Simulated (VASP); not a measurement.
# SnSe (rocksalt type) (Fm-3m) in VASP: notebook, part 2 of 2

VASP 6.6.1. Earlier steps stand in the parts before.

## Step 4: Single point, PBE

This run uses another cell than the first one, of 27.84 Å³/atom.

INCAR reads:

```
PREC = Accurate
ENCUT = 520
EDIFF = 1E-7
ISMEAR = -1
SIGMA = 0.1
LREAL = False
LASPH = True
NELM = 60
ALGO = Normal
ISIF = 2
LWAVE = False
LCHARG = False
GGA = PE
NBANDS = 17
```

KPOINTS reads:

```
regular mesh
0
Gamma
  13 13 13
```

POSCAR reads:

```
SnSe
1.0
    0.0000000000      3.0308946126      3.0308946126
    3.0308946126      0.0000000000      3.0308946126
    3.0308946126      3.0308946126      0.0000000000
Sn Se
1 1
Direct
    0.0000000000      0.0000000000      0.0000000000
    0.5000000000      0.5000000000      0.5000000000
```

Potentials or basis: VASP PAW PBE potentials, release 64 (Sn_d, Se).

Launch:

```
$ cat potpaw_PBE.64/Sn_d/POTCAR potpaw_PBE.64/Se/POTCAR > POTCAR
$ mpirun -np 1 vasp_std > vasp.out
```

OUTCAR:

```text
PREC = Accurate
   ENCUT = 520
   EDIFF = 1E-7
   ISMEAR = -1
   LREAL = False
   LASPH = True
   NELM = 60
   ISIF = 2
   GGA = PE

 ion  position               nearest neighbor table
   1  0.000  0.000  0.000-   2 3.03   2 3.03   2 3.03   2 3.03   2 3.03   2 3.03
   2  0.500  0.500  0.500-   1 3.03   1 3.03   1 3.03   1 3.03   1 3.03   1 3.03

  LATTYP: Found a face centered cubic cell.
 ALAT       =     6.0617892252

  Lattice vectors:

 A1 = (   0.0000000000,   3.0308946126,   3.0308946126)
 A2 = (   3.0308946126,   0.0000000000,   3.0308946126)
[... 647 lines left out ...]
      4     -16.2410      2.00000
      5     -16.2375      2.00000
      6      -7.4774      2.00000
[... 9 lines left out ...]
     16      15.8347      0.00000
     17      15.8367      0.00000

 [... further k-points ...]
[... 5 lines left out ...]
  --------------------------------------------------------------------------------------
  -------------------------------------------------------------------------------------
  Total       -0.0010222     -0.0010222     -0.0010222      0.0000000     -0.0000000      0.0000000
  in kB       -0.0294107     -0.0294107     -0.0294107      0.0000000     -0.0000000      0.0000000
  external PRESSURE =      -0.0294107 kB  Pullay stress =       0.0000000 kB

 VOLUME and BASIS-vectors are now :
 -----------------------------------------------------------------------------
  energy-cutoff  :      520.00
  volume of cell :       55.69
      direct lattice vectors                 reciprocal lattice vectors
     0.000000000  3.030894613  3.030894613    -0.164967795  0.164967795  0.164967795
     3.030894613  0.000000000  3.030894613     0.164967795 -0.164967795  0.164967795
     3.030894613  3.030894613  0.000000000     0.164967795  0.164967795 -0.164967795

 POSITION                                       TOTAL-FORCE (eV/Angst)
 -----------------------------------------------------------------------------------
      0.00000      0.00000      0.00000        -0.000000     -0.000000     -0.000000
      3.03089      3.03089      3.03089         0.000000      0.000000      0.000000
 -----------------------------------------------------------------------------------
    total drift:                                0.000000     -0.000000     -0.000000

  FREE ENERGIE OF THE ION-ELECTRON SYSTEM (eV)
  ---------------------------------------------------
  free  energy   TOTEN  =        -8.2160200824 eV

  energy  without entropy=       -8.2122534493  energy(sigma->0) =       -8.21413677
```

Wall time 84 s (1 thread of Intel Xeon 8259CL, shared host); peak memory 0.23 GiB.

What came out:

```yaml
Free_energy: -8.2160 eV
Pressure: 0.0 GPa
```

Levels at points of the mesh, in eV from the Fermi level:
| k point | band 6 | band 7 | band 8 | band 9 | band 10 | band 11 | band 12 | band 13 | band 14 | band 15 |
| --- | --- | --- | --- | --- | --- | --- | --- | --- | --- | --- |
| (0.00, 0.00, 0.00) | -13.91 | -5.31 | -2.31 | -2.31 | -2.31 | 4.06 | 4.06 | 4.06 | 5.71 | 5.71 |

Caveat: this odd mesh misses L, so gap, dielectric constants and Born charges aren't listed; spin-orbit coupling is left out, which moves the levels of the heavy elements.

## Step 5: Relaxation of cell and atoms, PBE

This run uses another cell than the first one, of 18.51 Å³/atom.

INCAR reads:

```
PREC     = Accurate       # precision mode
ENCUT    = 600            # plane-wave cutoff, eV
EDIFF    = 1E-6           # SCF threshold, eV
ISMEAR   = -1             # smearing method
SIGMA    = 0.1            # smearing width, eV
LREAL    = F              # projectors in reciprocal space
LASPH    = T              # aspherical terms in the spheres
NELM     = 100            # most SCF steps
ALGO     = Normal         # electronic algorithm
ISIF     = 3              # what is computed and relaxed
LWAVE    = F              # write WAVECAR
LCHARG   = F              # write CHGCAR
GGA      = PE             # functional
IBRION   = 2              # ionic algorithm
NSW      = 60             # ionic steps
EDIFFG   = -0.005         # ionic threshold
```

KPOINTS reads:

```
Automatic mesh
0
Gamma
  13 13 13
```

POSCAR reads:

```
SnSe
1.0
    0.0000000000      2.6454205252      2.6454205252
    2.6454205252      0.0000000000      2.6454205252
    2.6454205252      2.6454205252      0.0000000000
Sn Se
1 1
Direct
    0.0000000000      0.0000000000      0.0000000000
    0.5000000000      0.5000000000      0.5000000000
```

Launch:

```
$ cat potpaw_PBE.64/Sn_d/POTCAR potpaw_PBE.64/Se/POTCAR > POTCAR
$ mpirun -np 1 vasp_std > vasp.out
```

It took 4.9 min on 1 thread of Intel Xeon 8259CL, shared host; peak memory 0.21 GiB.

Results (log left out):

- Free energy: -8.2125 eV
- Relaxed volume: 27.85 Å³/atom
- Relaxed cell: a = 4.287 Å, b = 4.287 Å, c = 4.287 Å, α = 60.00°, β = 60.00°, γ = 60.00°
- Space group after relaxing (to 0.1 Å): Fm-3m (No. 225)
- Energy gained by relaxing: 957.4 meV/atom
- Ionic steps: 5
- Pressure after relaxing: 0.0 GPa

Step by step:
```
step  energy change (eV)  largest force (eV/Å)  pressure (GPa)  volume (Å³)
   1              0.0000                0.0000           47.40        37.03
   2             -1.3271                0.0000           -7.63        74.81
   3             -1.9147                0.0000            0.15        55.54
   4             -1.9146                0.0000           -0.21        55.96
   5             -1.9148                0.0000           -0.01        55.69
```

Final structure:
```xyz
2
Lattice="0.0000 3.0310 3.0310 3.0310 0.0000 3.0310 3.0310 3.0310 0.0000" Properties=species:S:1:pos:R:3 pbc="T T T"
Sn    3.0310    3.0310    0.0000
Se    3.0310    3.0310    3.0310
```

Levels at points of the mesh, in eV from the Fermi level:
```csv
k point,band 7,band 8,band 9,band 10,band 11,band 12,band 13,band 14
"(0.00, 0.00, 0.00)",-5.31,-2.31,-2.31,-2.31,4.06,4.06,4.06,5.71
```

Caveat: this odd mesh misses L, so gap, dielectric constants and Born charges aren't listed; the volume moved by over 15 % at a fixed basis, so the end points are rough; spin-orbit coupling is left out, which moves the levels of the heavy elements.

## Step 6: Summary

```csv
task,cell,cutoff (eV),pressure (GPa)
single point,"a = 4.076 Å, angles 60.0°, 2 atoms",520,10.0
single point,"a = 4.286 Å, angles 60.0°, 2 atoms",520,0.0
relaxation of cell and atoms,"relaxed from a = 3.741 Å, angles 60.0°, 2 atoms",600,0.0
```

Alike in all rows: level PBE; potentials or basis VASP PAW PBE potentials, release 64 (Sn_d, Se); no spin polarisation; k mesh 13 × 13 × 13; smearing fermi-dirac 0.1 eV.

Caveats: spin-orbit coupling is left out, which moves the levels of the heavy elements; the cell stands under pressure (at least some runs); the volume moved by over 15 % at a fixed basis, so the end points are rough (at least some runs).

Total energies depend on the potentials used, so only differences within one code and one set of settings carry meaning.
